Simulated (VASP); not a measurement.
Input of a VASP 6.6.1 run:

POSCAR

```
MgS
1.0
    3.2566315549      0.0000000000      0.0000000000
    0.0000000000      3.2566315549      0.0000000000
    0.0000000000      0.0000000000      3.2566315549
Mg S
1 1
Direct
    0.0000000000      0.0000000000      0.0000000000
    0.5000000000      0.5000000000      0.5000000000
```

Contents of INCAR.step1:

```
SYSTEM = MgS
PREC = Accurate
ENCUT = 520
EDIFF = 1E-5
ISMEAR = -1
SIGMA = 0.02
LREAL = .FALSE.
LASPH = .TRUE.
NELM = 60
ALGO = Normal
ISIF = 2
LWAVE = .TRUE.
LCHARG = .FALSE.
GGA = PE
NBANDS = 11
```

File INCAR.step2:

```
SYSTEM = MgS
PREC = Accurate
ENCUT = 520
EDIFF = 1E-6
ISMEAR = -1
SIGMA = 0.02
LREAL = .FALSE.
LASPH = .TRUE.
NELM = 60
ALGO = Normal
ISIF = 2
LWAVE = .FALSE.
LCHARG = .FALSE.
GGA = PE
LHFCALC = .TRUE.
HFSCREEN = 0.2079
PRECFOCK = Normal
ISTART = 1
NBANDS = 11
```

The input KPOINTS:

```
regular mesh
0
G
  6 6 6
  0 0 0
```

Potentials or basis: VASP PAW PBE potentials, release 64 (Mg, S).

Run with:

```sh
$ cat potpaw_PBE.64/Mg/POTCAR potpaw_PBE.64/S/POTCAR > POTCAR
$ cp INCAR.step1 INCAR
$ mpirun -np 1 vasp_std > vasp.out
$ cp INCAR.step2 INCAR
$ mpirun -np 1 vasp_std > vasp.out
```

**Question.** What does it give for the band gap on the k mesh?

**Answer.** 0.02 eV.

**Question.** Predict the pressure.

**Answer.** -0.4 GPa.

Caveat: the PAW data sets were made with another functional, which shifts forces and pressure a little. A k mesh can miss the band edges.
